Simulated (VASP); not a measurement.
# MgSe (Fm-3m) in VASP: further runs

MgSe is run at these levels: PBEsol; tasks: single point.

Everything below comes from runs of VASP 6.6.1. Logs are shortened: lines on timing, memory, paths and dates and some standing lists are left out, and cuts for length are marked.

## 1. The cell of the first run

It takes space group Fm-3m (No. 225, cubic). The conventional cell has a = 5.389 Å, b = 5.389 Å, c = 5.389 Å, α = 90.00°, β = 90.00°, γ = 90.00°. Mg (site symmetry m-3m) has 6 Se at 2.69 Å within 3.6 Å. Within 3.6 Å of Se (site symmetry m-3m) lie 6 Mg at 2.69 Å.

## 2. Single point, PBEsol (Ca replaced by Mg, lengths x 0.929, strained)

Input file INCAR:

```
ALGO = Normal ; EDIFF = 1E-6
ENCUT = 600 ; GGA = PS
GGA_COMPAT = F ; ISIF = 2
ISMEAR = 0 ; LASPH = T
LCHARG = F ; LREAL = F
LWAVE = F ; NBANDS = 11
NELM = 120 ; PREC = Accurate
SIGMA = 0.1
```

Input file KPOINTS:

```
k-points
0
Gamma
  6 6 6
```

Input file POSCAR:

```
MgSe
1.0
    0.0000000000      2.6943240946      2.6943240946
    2.6943240946      0.0000000000      2.6943240946
    2.6943240946      2.6943240946      0.0000000000
Mg Se
1 1
Direct
    0.0000000000      0.0000000000      0.0000000000
    0.5000000000      0.5000000000      0.5000000000
```

Potentials or basis: VASP PAW PBE potentials, release 64 (Mg, Se).

On the command line:

```sh
cat potpaw_PBE.64/Mg/POTCAR potpaw_PBE.64/Se/POTCAR > POTCAR
mpirun -np 1 vasp_std > vasp.out
```

OUTCAR:

```text
EDIFF = 1E-6
   ENCUT = 600
   GGA = PS
   ISIF = 2
   ISMEAR = 0
   LASPH = T
   LREAL = F
   NELM = 120
   PREC = Accurate

 ion  position               nearest neighbor table
   1  0.000  0.000  0.000-   2 2.69   2 2.69   2 2.69   2 2.69   2 2.69   2 2.69
   2  0.500  0.500  0.500-   1 2.69   1 2.69   1 2.69   1 2.69   1 2.69   1 2.69

  LATTYP: Found a face centered cubic cell.
 ALAT       =     5.3886481892

  Lattice vectors:

 A1 = (   0.0000000000,   2.6943240946,   2.6943240946)
 A2 = (   2.6943240946,   0.0000000000,   2.6943240946)
 A3 = (   2.6943240946,   2.6943240946,   0.0000000000)

Analysis of symmetry for initial positions (statically):
=====================================================================
 Subroutine PRICEL returns:
 Original cell was already a primitive cell.

 Routine SETGRP: Setting up the symmetry group for a
 face centered cubic supercell.

 Subroutine GETGRP returns: Found 48 space group operations
 (whereof 48 operations were pure point group operations)
 out of a pool of 48 trial point group operations.

The static configuration has the point symmetry O_h .

Analysis of symmetry for dynamics (positions and initial velocities):
=====================================================================
 Subroutine PRICEL returns:
 Original cell was already a primitive cell.

 Routine SETGRP: Setting up the symmetry group for a
 face centered cubic supercell.

 Subroutine GETGRP returns: Found 48 space group operations
 (whereof 48 operations were pure point group operations)
 out of a pool of 48 trial point group operations.

The dynamic configuration has the point symmetry O_h .

 Subroutine INISYM returns: Found 48 space group operations
 (whereof 48 operations are pure point group operations),
 and found     1 'primitive' translations

----------------------------------------------------------------------------------------

                                     Primitive cell

  volume of cell :      39.1183

  direct lattice vectors                    reciprocal lattice vectors
     0.000000000  2.694324095  2.694324095    -0.185575299  0.185575299  0.185575299
     2.694324095  0.000000000  2.694324095     0.185575299 -0.185575299  0.185575299
     2.694324095  2.694324095  0.000000000     0.185575299  0.185575299 -0.185575299

  length of vectors
     3.810349676  3.810349676  3.810349676     0.321425847  0.321425847  0.321425847

  position of ions in fractional coordinates (direct lattice)
     0.000000000  0.000000000  0.000000000
     0.500000000  0.500000000  0.500000000

  ion indices of the primitive-cell ions
   primitive index   ion index
                 1           1
                 2           2

----------------------------------------------------------------------------------------

 KPOINTS: k-points

Automatic generation of k-mesh.
 Grid dimensions read from file:
 generate k-points for:    6    6    6

 Generating k-lattice:

  Cartesian coordinates                     Fractional coordinates (reciprocal lattice)
    -0.030929217  0.030929217  0.030929217     0.166666667  0.000000000  0.000000000
     0.030929217 -0.030929217  0.030929217     0.000000000  0.166666667  0.000000000
     0.030929217  0.030929217 -0.030929217     0.000000000  0.000000000  0.166666667

  Length of vectors
     0.053570974  0.053570974  0.053570974

  Shift w.r.t. Gamma in fractional coordinates (k-lattice)
     0.000000000  0.000000000  0.000000000

 Subroutine IBZKPT returns following result:
 ===========================================

 Found     16 irreducible k-points:

 Following reciprocal coordinates:
            Coordinates               Weight
  0.000000  0.000000  0.000000      1.000000
  0.166667  0.000000  0.000000      8.000000
  0.333333  0.000000  0.000000      8.000000
  0.500000  0.000000  0.000000      4.000000
  0.166667  0.166667  0.000000      6.000000
  0.333333  0.166667  0.000000     24.000000
[... 8 lines left out ...]
 -0.333333  0.333333  0.166667     24.000000
 -0.333333  0.500000  0.166667     12.000000
   k-points           NKPTS =     16   k-points in BZ     NKDIM =     16   number of bands    NBANDS=     11
   number of dos      NEDOS =    301   number of ions     NIONS =      2
   total plane-waves  NPLWV =  27000
   dimension x,y,z NGX =    30 NGY =   30 NGZ =   30
   dimension x,y,z NGXF=    60 NGYF=   60 NGZF=   60
   ions per type =               1   1
   NGX,Y,Z   is equivalent  to a cutoff of  13.09, 13.09, 13.09 a.u.
   NGXF,Y,Z  is equivalent  to a cutoff of  26.18, 26.18, 26.18 a.u.
 SYSTEM =  unknown system
   PREC   = accura    normal or accurate (medium, high low for compatibility)
   ISTART =      0    job   : 0-new  1-cont  2-samecut
   ICHARG =      2    charge: 1-file 2-atom 10-const
   ISPIN  =      1    spin polarized calculation?
   LNONCOLLINEAR =      F non collinear calculations
   LSORBIT =      F    spin-orbit coupling
   LASPH  =      T    aspherical Exc in radial PAW
   ENCUT  =  600.0 eV  44.10 Ry    6.64 a.u.   7.61  7.61  7.61*2*pi/ulx,y,z
   NELM   =    120;   NELMIN=  2; NELMDL= -5     # of ELM steps
   EDIFF  = 0.1E-05   stopping-criterion for ELM
   LREAL  =      F    real-space projection
   EDIFFG = 0.1E-04   stopping-criterion for IOM
   NSW    =      0    number of steps for IOM
   IBRION =     -1    ionic relax: 0-MD 1-quasi-New 2-CG
   NFREE  =      0    steps in history (QN), initial steepest desc. (CG)
   ISIF   =      2    stress and relaxation
   ISYM   =      2    0-nonsym 1-usesym 2-fastsym
   POTIM  = 0.5000    time-step for ionic-motion
   TEBEG  =    0.0;   TEEND  =   0.0 temperature during run
   PSTRESS=    0.0 pullay stress
   NELECT =       8.0000    total number of electrons
   NUPDOWN=      -1.0000    fix difference up-down
   EMIN   =  10.00;   EMAX   =-10.00  energy-range for DOS
   EFERMI =   0.00;   METHOD = LEGACY
   ISMEAR =     0;   SIGMA  =   0.10  broadening in eV -4-tet -1-fermi 0-gaus
   EFERMI_NEDOS =   21; number of points for ismear=-14 and -15
   IALGO  =     38    algorithm
   IMIX   =      4    mixing-type and parameters
     AMIX     =   0.40;   BMIX     =  1.00
     AMIX_MAG =   1.60;   BMIX_MAG =  1.00
  volume/ion in A,a.u.               =      19.56       131.99
  Fermi-wavevector in a.u.,A,eV,Ry     =   0.964521  1.822680 12.657509  0.930301
  Thomas-Fermi vector in A             =   2.094159
   LORBIT       =      0    0 simple, 1 ext, 2 COOP (PROOUT), +10 PAW based schemes
   GGA     = PS    functional components
   LHFCALC =     F    Hartree Fock is set to
   AEXX    =    0.0000 exact exchange contribution
   IVDW    =     0    specifies the selected vdW correction
   LEPSILON=     F    determine dielectric tensor
   LRPA    =     F    only Hartree local field effects (RPA)
 non-spin polarized calculation
 Gauss-broadening in eV      SIGMA  =   0.10
  energy-cutoff  :      600.00
  volume of cell :       39.12
 maximum number of plane-waves:      1315
   NGX = 15   NGY = 15   NGZ = 15

 number of electron       8.0000001 magnetization

 Free energy of the ion-electron system (eV)
  ---------------------------------------------------
  ext. energy  EPLUGINS =         0.00000000
  ---------------------------------------------------
  free energy    TOTEN  =        -8.09135199 eV

  energy without entropy =       -8.09135199  energy(sigma->0) =       -8.09135199

 E-fermi :   3.9326     XC(G=0):  -9.7596

 val. band max:        3.4451543464   @ k =   0.0000   0.0000   0.0000
 cond. band min:       5.2578217497   @ k =   0.5000   0.5000   0.0000
 fundamental gap:      1.8126674033
 Fermi energy:         3.9326105168

 k-point     1 :       0.0000    0.0000    0.0000
  band No.  band energies     occupation
      1      -9.7245      2.00000
      2       3.4452      2.00000
      3       3.4452      2.00000
      4       3.4452      2.00000
      5       6.1792      0.00000
      6      10.7596      0.00000
      7      10.7596      0.00000
      8      10.7596      0.00000
      9      13.4441      0.00000
     10      13.4441      0.00000
     11      14.2746      0.00000

 k-point     2 :       0.1667    0.0000    0.0000
  band No.  band energies     occupation
      1      -9.4768      2.00000
      2       1.5427      2.00000
      3       3.2610      2.00000
      4       3.2610      2.00000
      5       7.4422      0.00000
      6      10.5471      0.00000
      7      10.9907      0.00000
      8      10.9907      0.00000
      9      12.3512      0.00000
     10      12.3512      0.00000
     11      14.0701      0.00000

 k-point     3 :       0.3333    0.0000    0.0000
  band No.  band energies     occupation
      1      -8.8833      2.00000
      2      -0.7566      2.00000
      3       2.9483      2.00000
      4       2.9483      2.00000
      5       7.4071      0.00000
      6       9.9778      0.00000
      7       9.9778      0.00000
      8      12.3142      0.00000
      9      13.3818      0.00000
     10      14.2625      0.00000
     11      14.2625      0.00000

 k-point     4 :       0.5000    0.0000    0.0000
  band No.  band energies     occupation
      1      -8.5093      2.00000
      2      -1.7460      2.00000
      3       2.8127      2.00000
      4       2.8127      2.00000
      5       7.1900      0.00000
      6       9.5237      0.00000
      7       9.5237      0.00000
      8      12.2904      0.00000
      9      15.0167      0.00000
     10      17.3990      0.00000
     11      17.3990      0.00000
[... 127 lines left out ...]
 k-point    14 :       0.5000    0.3333    0.1667
  band No.  band energies     occupation
      1      -8.4785      2.00000
      2      -0.5853      2.00000
      3       1.0036      2.00000
      4       2.0412      2.00000
      5       7.9193      0.00000
      6       9.5311      0.00000
      7       9.9861      0.00000
      8      12.8214      0.00000
      9      14.4060      0.00000
     10      16.8949      0.00000
     11      17.9028      0.00000

 k-point    15 :      -0.3333    0.3333    0.1667
  band No.  band energies     occupation
      1      -8.2244      2.00000
      2      -0.8209      2.00000
      3       0.4589      2.00000
      4       1.6380      2.00000
      5       8.0643      0.00000
      6       9.4169      0.00000
      7      11.7851      0.00000
      8      11.8250      0.00000
      9      14.5614      0.00000
     10      16.2448      0.00000
     11      18.7543      0.00000

 k-point    16 :      -0.3333    0.5000    0.1667
  band No.  band energies     occupation
      1      -8.1279      2.00000
      2      -0.6137      2.00000
      3       0.5944      2.00000
      4       0.9213      2.00000
      5       7.0963      0.00000
      6       9.1182      0.00000
      7      11.7481      0.00000
      8      12.9845      0.00000
      9      16.2882      0.00000
     10      17.5339      0.00000
     11      18.2939      0.00000

------------------------ aborting loop because EDIFF is reached ----------------------------------------

  FORCE on cell =-STRESS in cart. coord.  units (eV):
  Direction    XX          YY          ZZ          XY          YZ          ZX
  --------------------------------------------------------------------------------------
  -------------------------------------------------------------------------------------
  Total        0.5737523      0.5737523      0.5737523     -0.0000000     -0.0000000      0.0000000
  in kB       23.4993311     23.4993311     23.4993311     -0.0000000     -0.0000000      0.0000000
  external PRESSURE =      23.4993311 kB  Pullay stress =       0.0000000 kB

 VOLUME and BASIS-vectors are now :
 -----------------------------------------------------------------------------
  energy-cutoff  :      600.00
  volume of cell :       39.12
      direct lattice vectors                 reciprocal lattice vectors
     0.000000000  2.694324095  2.694324095    -0.185575299  0.185575299  0.185575299
     2.694324095  0.000000000  2.694324095     0.185575299 -0.185575299  0.185575299
     2.694324095  2.694324095  0.000000000     0.185575299  0.185575299 -0.185575299

 POSITION                                       TOTAL-FORCE (eV/Angst)
 -----------------------------------------------------------------------------------
      0.00000      0.00000      0.00000         0.000000      0.000000     -0.000000
      2.69432      2.69432      2.69432        -0.000000     -0.000000      0.000000
 -----------------------------------------------------------------------------------
    total drift:                               -0.000000     -0.000000      0.000000

  FREE ENERGIE OF THE ION-ELECTRON SYSTEM (eV)
  ---------------------------------------------------
  free  energy   TOTEN  =        -8.0913519853 eV

  energy  without entropy=       -8.0913519853  energy(sigma->0) =       -8.09135199
```

It took 7 s on 1 thread of AMD EPYC 7R13 (Zen 3), shared host; peak memory 0.14 GiB.

What came out:

| Property | Result |
| --- | --- |
| Free energy | -8.0914 eV |
| Pressure | 2.3 GPa |
| Band gap on the k mesh | 1.81 eV (least direct gap 2.73 eV) |

Caveat: the cell differs from its parent crystal (Ca replaced by Mg, lengths x 0.929, strained); the PAW data sets were made with another functional, which shifts forces and pressure a little.

(Part 1 of 2 ends here.)
